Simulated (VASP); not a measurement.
Write the native input for VASP 6.6.1 that does the following.

* Task: single point
* Functional: PBE
* Potentials or basis: VASP PAW PBE potentials, release 64 (Na_pv, F)
* Cutoff: 600 eV
* k mesh: 4 × 4 × 4
* Occupations: gaussian, width 0.01 eV
* Spin: no spin polarisation
* Dipole correction: no
* Further INCAR settings: ALGO = Normal; EDIFF = 1e-06; NBANDS = 14

The structure of NaF lies in POSCAR:

```
NaF
1.0
    0.0000000000      2.4439059757      2.4439059757
    2.4439059757      0.0000000000      2.4439059757
    2.4439059757      2.4439059757      0.0000000000
Na F
1 1
Direct
    0.0000000000      0.0000000000      0.0000000000
    0.2500000000      0.2500000000      0.2500000000
```

This cell differs from its parent crystal: volume changed by -10%.

These files were run (other wordings do the same):

INCAR

```
PREC = Accurate ; ENCUT = 600
EDIFF = 1E-6 ; ISMEAR = 0
SIGMA = 0.01 ; LREAL = F
LASPH = T ; NELM = 120
ALGO = Normal ; ISIF = 2
LWAVE = F ; LCHARG = F
GGA = PE ; NBANDS = 14
GGA_COMPAT = F
```

KPOINTS

```
Automatic mesh
0
Gamma
  4 4 4
```

Potentials or basis: VASP PAW PBE potentials, release 64 (Na_pv, F).

Command:

```console
$ cat potpaw_PBE.64/Na_pv/POTCAR potpaw_PBE.64/F/POTCAR > POTCAR
$ mpirun -np 1 vasp_std > vasp.out
```

It gave:

The pressure is 7.4 GPa. The band gap on the k mesh is 5.98 eV, direct.

Caveat: the k points lie up to 0.56 Å⁻¹ apart.

Run time: 3.9 s on 1 thread of Intel(R) Xeon(R) Platinum 8375C CPU @ 2.90GHz (Ice Lake) (shared host), peak memory 0.14 GiB.
